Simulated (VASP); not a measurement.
# Ti3Al (Fm-3m) in VASP: further runs

The runs below take Ti3Al through single point, with PBEsol.

Everything below comes from runs of VASP 6.6.1. Logs are shortened: lines on timing, memory, paths and dates and some standing lists are left out, and cuts for length are marked.

**1. The cell of the first run**

The structure is cubic, space group Fm-3m (No. 225). Conventional cell: a = 6.464 Å, b = 6.464 Å, c = 6.464 Å, α = 90.00°, β = 90.00°, γ = 90.00°. Ti (site symmetry -43m) has 10 Ti at 2.80 to 3.23 Å and 4 Al at 2.80 Å within 3.7 Å. Ti (site symmetry m-3m) has 8 Ti at 2.80 Å and 6 Al at 3.23 Å within 3.7 Å. Al (site symmetry m-3m) has 14 Ti at 2.80 to 3.23 Å within 3.7 Å.

**2. Single point, PBEsol**

INCAR reads:

```
SYSTEM = Ti3Al
ALGO = Normal ; EDIFF = 1E-6
ENCUT = 520 ; GGA = PS
ISIF = 2 ; ISMEAR = 1
LASPH = .True. ; LCHARG = .False.
LREAL = .False. ; LWAVE = .False.
NBANDS = 28 ; NELM = 80
PREC = Accurate ; SIGMA = 0.15
```

KPOINTS reads:

```
k-points
0
Gamma
  6 6 6
  0 0 0
```

POSCAR reads:

```
Ti3Al
1.0
    0.0000000000      3.2317810000      3.2317810000
    3.2317810000      0.0000000000      3.2317810000
    3.2317810000      3.2317810000      0.0000000000
Ti Al
3 1
Direct
    0.7500000000      0.7500000000      0.7500000000
    0.2500000000      0.2500000000      0.2500000000
    0.0000000000      0.0000000000      0.0000000000
    0.5000000000      0.5000000000      0.5000000000
```

Potentials or basis: VASP PAW PBE potentials, release 64 (Ti_sv, Al).

Started as:

```sh
> cat potpaw_PBE.64/Ti_sv/POTCAR potpaw_PBE.64/Al/POTCAR > POTCAR
> mpirun -np 1 vasp_std > vasp.out
```

OUTCAR:

```text
SYSTEM = Ti3Al
   EDIFF = 1E-6
   ENCUT = 520
   GGA = PS
   ISIF = 2
   ISMEAR = 1
   LASPH = .True.
   LREAL = .False.
   NELM = 80
   PREC = Accurate

 ion  position               nearest neighbor table
   1  0.750  0.750  0.750-   4 2.80   4 2.80   4 2.80   3 2.80   4 2.80   3 2.80   3 2.80   3 2.80

   2  0.250  0.250  0.250-   3 2.80   3 2.80   3 2.80   3 2.80   4 2.80   4 2.80   4 2.80   4 2.80

   3  0.000  0.000  0.000-   1 2.80   1 2.80   1 2.80   1 2.80   2 2.80   2 2.80   2 2.80   2 2.80

   4  0.500  0.500  0.500-   2 2.80   2 2.80   2 2.80   1 2.80   2 2.80   1 2.80   1 2.80   1 2.80

  LATTYP: Found a face centered cubic cell.
 ALAT       =     6.4635620000

  Lattice vectors:

 A1 = (   0.0000000000,   3.2317810000,   3.2317810000)
 A2 = (   3.2317810000,   0.0000000000,   3.2317810000)
 A3 = (   3.2317810000,   3.2317810000,   0.0000000000)

Analysis of symmetry for initial positions (statically):
=====================================================================
 Subroutine PRICEL returns:
 Original cell was already a primitive cell.

 Routine SETGRP: Setting up the symmetry group for a
 face centered cubic supercell.

 Subroutine GETGRP returns: Found 48 space group operations
 (whereof 48 operations were pure point group operations)
 out of a pool of 48 trial point group operations.

The static configuration has the point symmetry O_h .

Analysis of symmetry for dynamics (positions and initial velocities):
=====================================================================
 Subroutine PRICEL returns:
 Original cell was already a primitive cell.

 Routine SETGRP: Setting up the symmetry group for a
 face centered cubic supercell.

 Subroutine GETGRP returns: Found 48 space group operations
 (whereof 48 operations were pure point group operations)
 out of a pool of 48 trial point group operations.

The dynamic configuration has the point symmetry O_h .

 Subroutine INISYM returns: Found 48 space group operations
 (whereof 48 operations are pure point group operations),
 and found     1 'primitive' translations

----------------------------------------------------------------------------------------

                                     Primitive cell
[... 81 lines left out ...]
   LNONCOLLINEAR =      F non collinear calculations
   LSORBIT =      F    spin-orbit coupling
   LASPH  =      T    aspherical Exc in radial PAW
   ENCUT  =  520.0 eV  38.22 Ry    6.18 a.u.   8.50  8.50  8.50*2*pi/ulx,y,z
   NELM   =     80;   NELMIN=  2; NELMDL= -5     # of ELM steps
   EDIFF  = 0.1E-05   stopping-criterion for ELM
   LREAL  =      F    real-space projection
   EDIFFG = 0.1E-04   stopping-criterion for IOM
   NSW    =      0    number of steps for IOM
   IBRION =     -1    ionic relax: 0-MD 1-quasi-New 2-CG
   NFREE  =      0    steps in history (QN), initial steepest desc. (CG)
   ISIF   =      2    stress and relaxation
   ISYM   =      2    0-nonsym 1-usesym 2-fastsym
   POTIM  = 0.5000    time-step for ionic-motion
   TEBEG  =    0.0;   TEEND  =   0.0 temperature during run
   PSTRESS=    0.0 pullay stress
   NELECT =      39.0000    total number of electrons
   NUPDOWN=      -1.0000    fix difference up-down
   EMIN   =  10.00;   EMAX   =-10.00  energy-range for DOS
   EFERMI =   0.00;   METHOD = LEGACY
   ISMEAR =     1;   SIGMA  =   0.15  broadening in eV -4-tet -1-fermi 0-gaus
   EFERMI_NEDOS =   21; number of points for ismear=-14 and -15
   IALGO  =     38    algorithm
   IMIX   =      4    mixing-type and parameters
     AMIX     =   0.40;   BMIX     =  1.00
     AMIX_MAG =   1.60;   BMIX_MAG =  1.00
  volume/ion in A,a.u.               =      16.88       113.89
  Fermi-wavevector in a.u.,A,eV,Ry     =   1.363466  2.576578 25.293784  1.859041
  Thomas-Fermi vector in A             =   2.489867
   LORBIT       =      0    0 simple, 1 ext, 2 COOP (PROOUT), +10 PAW based schemes
   GGA     = PS    functional components
   LHFCALC =     F    Hartree Fock is set to
   AEXX    =    0.0000 exact exchange contribution
   IVDW    =     0    specifies the selected vdW correction
   LEPSILON=     F    determine dielectric tensor
   LRPA    =     F    only Hartree local field effects (RPA)
 non-spin polarized calculation
 Methfessel and Paxton  Order N= 1 SIGMA  =   0.15
  energy-cutoff  :      520.00
  volume of cell :       67.51
 maximum number of plane-waves:      1853
 NGX is ok and might be reduce to    36
   NGX = 17   NGY = 17   NGZ = 17

 number of electron      39.0000007 magnetization

 Free energy of the ion-electron system (eV)
  ---------------------------------------------------
  ext. energy  EPLUGINS =         0.00000000
  ---------------------------------------------------
  free energy    TOTEN  =       -29.64337521 eV

  energy without entropy =      -29.64221282  energy(sigma->0) =      -29.64298775

 E-fermi :   7.9662     XC(G=0): -11.3740

 val. band max:        7.9520815797   @ k =   0.3333   0.1667   0.0000
 cond. band min:       7.9922444205   @ k =   0.0000   0.0000   0.0000
 fundamental gap:      0.0401628408
 Fermi energy:         7.9661755987

 k-point     1 :       0.0000    0.0000    0.0000
  band No.  band energies     occupation
      1     -48.4003      2.00000
      2     -48.3345      2.00000
      3     -48.1069      2.00000
      4     -24.7863      2.00000
      5     -24.7863      2.00000
      6     -24.7863      2.00000
[... 485 lines left out ...]
     27      10.5306     -0.00000
     28      10.7482     -0.00000

------------------------ aborting loop because EDIFF is reached ----------------------------------------

  FORCE on cell =-STRESS in cart. coord.  units (eV):
  Direction    XX          YY          ZZ          XY          YZ          ZX
  --------------------------------------------------------------------------------------
  -------------------------------------------------------------------------------------
  Total       -2.1317798     -2.1317798     -2.1317798      0.0000000      0.0000000      0.0000000
  in kB      -50.5937843    -50.5937843    -50.5937843      0.0000000      0.0000000      0.0000000
  external PRESSURE =     -50.5937843 kB  Pullay stress =       0.0000000 kB

 VOLUME and BASIS-vectors are now :
 -----------------------------------------------------------------------------
  energy-cutoff  :      520.00
  volume of cell :       67.51
      direct lattice vectors                 reciprocal lattice vectors
     0.000000000  3.231781000  3.231781000    -0.154713454  0.154713454  0.154713454
     3.231781000  0.000000000  3.231781000     0.154713454 -0.154713454  0.154713454
     3.231781000  3.231781000  0.000000000     0.154713454  0.154713454 -0.154713454

 POSITION                                       TOTAL-FORCE (eV/Angst)
 -----------------------------------------------------------------------------------
      4.84767      4.84767      4.84767         0.000000      0.000000      0.000000
      1.61589      1.61589      1.61589        -0.000000     -0.000000     -0.000000
      0.00000      0.00000      0.00000         0.000000     -0.000000      0.000000
      3.23178      3.23178      3.23178         0.000000     -0.000000      0.000000
 -----------------------------------------------------------------------------------
    total drift:                                0.000000      0.000000      0.000000

  FREE ENERGIE OF THE ION-ELECTRON SYSTEM (eV)
  ---------------------------------------------------
  free  energy   TOTEN  =       -29.6433752131 eV

  energy  without entropy=      -29.6422128206  energy(sigma->0) =      -29.64298775
```

OSZICAR:

```text
N       E                     dE             d eps       ncg     rms          rms(c)
DAV:   1     0.457756671720E+03    0.45776E+03   -0.19170E+04   896   0.160E+03
DAV:   2     0.166823030419E+02   -0.44107E+03   -0.43331E+03   900   0.493E+02
DAV:   3    -0.297182407301E+02   -0.46401E+02   -0.45422E+02  1652   0.140E+02
DAV:   4    -0.337701309569E+02   -0.40519E+01   -0.40300E+01  1332   0.348E+01
DAV:   5    -0.339660062505E+02   -0.19588E+00   -0.19578E+00  1404   0.670E+00    0.158E+01
DAV:   6    -0.295932324351E+02    0.43728E+01   -0.24878E+01  1224   0.365E+01    0.379E+00
DAV:   7    -0.299200979797E+02   -0.32687E+00   -0.37440E+00  1472   0.203E+01    0.503E+00
DAV:   8    -0.296325610492E+02    0.28754E+00   -0.11343E+00  1284   0.829E+00    0.238E+00
DAV:   9    -0.296630259870E+02   -0.30465E-01   -0.41572E-01  1144   0.539E+00    0.125E+00
DAV:  10    -0.296422718479E+02    0.20754E-01   -0.12838E-01  1176   0.442E+00    0.277E-01
DAV:  11    -0.296442724816E+02   -0.20006E-02   -0.20849E-02  1256   0.118E+00    0.309E-01
DAV:  12    -0.296434170523E+02    0.85543E-03   -0.85940E-03  1252   0.875E-01    0.973E-02
DAV:  13    -0.296433889378E+02    0.28114E-04   -0.46130E-04  1320   0.228E-01    0.435E-02
DAV:  14    -0.296433759044E+02    0.13033E-04   -0.84699E-05  1344   0.774E-02    0.139E-02
DAV:  15    -0.296433754531E+02    0.45129E-06   -0.21244E-05  1232   0.389E-02    0.496E-03
DAV:  16    -0.296433752131E+02    0.24006E-06   -0.82220E-07   648   0.766E-03
   1 F= -.29643375E+02 E0= -.29642988E+02  d E =-.116239E-02
```

Wall time 58 s (1 thread of AMD EPYC 7R13 (Zen 3), shared host); peak memory 0.17 GiB.

What came out:

- Free energy: -29.6434 eV
- Pressure: -5.1 GPa

Caveat: the PAW data sets were made with another functional, which shifts forces and pressure a little.

**3. Single point, PBEsol**

This run uses another cell than the first one, of 17.21 Å³/atom, 1.020 times its volume.

INCAR reads:

```
SYSTEM = Ti3Al
ALGO     = Normal         ! electronic algorithm
EDIFF    = 1E-6           ! SCF threshold, eV
ENCUT    = 520            ! plane-wave cutoff, eV
GGA      = PS             ! functional
ISIF     = 2              ! what is computed and relaxed
ISMEAR   = 1              ! smearing method
LASPH    = .TRUE.         ! aspherical terms in the spheres
LCHARG   = .FALSE.        ! write CHGCAR
LREAL    = .FALSE.        ! projectors in reciprocal space
LWAVE    = .FALSE.        ! write WAVECAR
NBANDS   = 28             ! bands
NELM     = 100            ! most SCF steps
PREC     = Accurate       ! precision mode
SIGMA    = 0.15           ! smearing width, eV
```

KPOINTS reads:

```
k-points
0
G
  6 6 6
  0 0 0
```

POSCAR reads:

```
Ti3Al
1.0
    0.0000000000      3.2531841469      3.2531841469
    3.2531841469      0.0000000000      3.2531841469
    3.2531841469      3.2531841469      0.0000000000
Ti Al
3 1
Direct
    0.7500000000      0.7500000000      0.7500000000
    0.2500000000      0.2500000000      0.2500000000
    0.0000000000      0.0000000000      0.0000000000
    0.5000000000      0.5000000000      0.5000000000
```

Potentials or basis: VASP PAW PBE potentials, release 64 (Ti_sv, Al).

Started as:

```sh
> cat potpaw_PBE.64/Ti_sv/POTCAR potpaw_PBE.64/Al/POTCAR > POTCAR
> mpirun -np 1 vasp_std > vasp.out
```

It took 62 s on 1 thread of AMD EPYC 7R13 (Zen 3), shared host; peak memory 0.17 GiB.

It converged, with:

- Free energy: -29.5932 eV
- Pressure: -7.0 GPa

Levels at points of the mesh, in eV from the Fermi level:
```
           k point  band 16  band 17  band 18  band 19  band 20  band 21  band 22  band 23
(0.00, 0.00, 0.00)    -1.64    -1.56    -1.56     0.02     0.02     0.02     2.21     2.21
(0.50, 0.00, 0.00)    -1.80    -0.36    -0.28    -0.28    -0.04    -0.04     0.76     1.00
(0.50, 0.50, 0.00)    -1.88    -0.61    -0.61    -0.07    -0.07    -0.07     1.13     1.17
```

Caveat: the PAW data sets were made with another functional, which shifts forces and pressure a little.

**4. Single point, PBEsol**

This run uses another cell than the first one, of 17.55 Å³/atom, 1.040 times its volume.

INCAR reads:

```
SYSTEM = Ti3Al
ALGO     = Normal         ! electronic algorithm
EDIFF    = 1E-7           ! SCF threshold, eV
ENCUT    = 520            ! plane-wave cutoff, eV
GGA      = PS             ! functional
ISIF     = 2              ! what is computed and relaxed
ISMEAR   = 1              ! smearing method
LASPH    = .True.         ! aspherical terms in the spheres
LCHARG   = .False.        ! write CHGCAR
LREAL    = .False.        ! projectors in reciprocal space
LWAVE    = .False.        ! write WAVECAR
NBANDS   = 28             ! bands
NELM     = 60             ! most SCF steps
PREC     = Accurate       ! precision mode
SIGMA    = 0.15           ! smearing width, eV
```

KPOINTS reads:

```
k-points
0
Gamma
  6 6 6
  0 0 0
```

POSCAR reads:

```
Ti3Al
1.0
    0.0000000000      3.2743093112      3.2743093112
    3.2743093112      0.0000000000      3.2743093112
    3.2743093112      3.2743093112      0.0000000000
Ti Al
3 1
Direct
    0.7500000000      0.7500000000      0.7500000000
    0.2500000000      0.2500000000      0.2500000000
    0.0000000000      0.0000000000      0.0000000000
    0.5000000000      0.5000000000      0.5000000000
```

Started as:

```sh
> cat potpaw_PBE.64/Ti_sv/POTCAR potpaw_PBE.64/Al/POTCAR > POTCAR
> mpirun -np 1 vasp_std > vasp.out
```

Wall time 57 s (1 thread of AMD EPYC 7R13 (Zen 3), shared host); peak memory 0.17 GiB.

The run converged. Its results:

* Free energy: -29.5277 eV
* Pressure: -8.7 GPa

Levels at points of the mesh, in eV from the Fermi level:
```csv
k point,band 15,band 16,band 17,band 18,band 19,band 20,band 21,band 22,band 23,band 24
"(0.00, 0.00, 0.00)",-1.61,-1.61,-1.51,-1.51,0.02,0.02,0.02,2.16,2.16,2.16
"(0.50, 0.00, 0.00)",-1.76,-1.76,-0.35,-0.27,-0.27,-0.04,-0.04,0.73,0.99,0.99
"(0.50, 0.50, 0.00)",-1.96,-1.85,-0.62,-0.62,-0.06,-0.06,-0.06,1.13,1.14,1.14
```

Caveat: the PAW data sets were made with another functional, which shifts forces and pressure a little.

**5. Single point, PBEsol**

This run uses another cell than the first one, of 17.89 Å³/atom, 1.060 times its volume.

INCAR reads:

```
PREC = Accurate
ENCUT = 520
EDIFF = 1E-7
ISMEAR = 1
SIGMA = 0.15
LREAL = F
LASPH = T
NELM = 80
ALGO = Normal
ISIF = 2
LWAVE = F
LCHARG = T
GGA = PS
LELF = T
LVHAR = T
NBANDS = 28
```

KPOINTS reads:

```
Automatic mesh
0
Gamma
  6 6 6
```

POSCAR reads:

```
Ti3Al
1.0
    0.0000000000      3.2951653469      3.2951653469
    3.2951653469      0.0000000000      3.2951653469
    3.2951653469      3.2951653469      0.0000000000
Ti Al
3 1
Direct
    0.7500000000      0.7500000000      0.7500000000
    0.2500000000      0.2500000000      0.2500000000
    0.0000000000      0.0000000000      0.0000000000
    0.5000000000      0.5000000000      0.5000000000
```

Started as:

```sh
> cat potpaw_PBE.64/Ti_sv/POTCAR potpaw_PBE.64/Al/POTCAR > POTCAR
> mpirun -np 1 vasp_std > vasp.out
```

Run time: 69 s. Hardware: 1 thread of AMD EPYC 7R13 (Zen 3), shared host; peak memory 0.18 GiB.

It converged, with:

```
Free energy : -29.4483 eV
Pressure    : -10.2 GPa
```

Levels at points of the mesh, in eV from the Fermi level:
```tsv
k point	band 17	band 18	band 19	band 20	band 21	band 22
(0.00, 0.00, 0.00)	-1.46	-1.46	0.02	0.02	0.02	2.11
(0.50, 0.00, 0.00)	-0.34	-0.25	-0.25	-0.04	-0.04	0.71
(0.50, 0.50, 0.00)	-0.63	-0.63	-0.06	-0.06	-0.04	1.10
```

Caveat: the PAW data sets were made with another functional, which shifts forces and pressure a little.

**6. The runs side by side**

| cell | gap on the mesh (eV) | pressure (GPa) |
| --- | --- | --- |
| a = 4.570 Å, angles 60.0°, 4 atoms | none | -5.1 |
| a = 4.601 Å, angles 60.0°, 4 atoms | none | -7.0 |
| a = 4.631 Å, angles 60.0°, 4 atoms | none | -8.7 |
| a = 4.660 Å, angles 60.0°, 4 atoms | none | -10.2 |

Alike in all rows: task single point; level PBEsol; potentials or basis VASP PAW PBE potentials, release 64 (Ti_sv, Al); no spin polarisation; k mesh 6 × 6 × 6; cutoff (eV) 520; smearing methfessel-paxton 0.15 eV.

Caveats: the PAW data sets were made with another functional, which shifts forces and pressure a little.

Absolute energies hang on the potentials; compare differences alone.
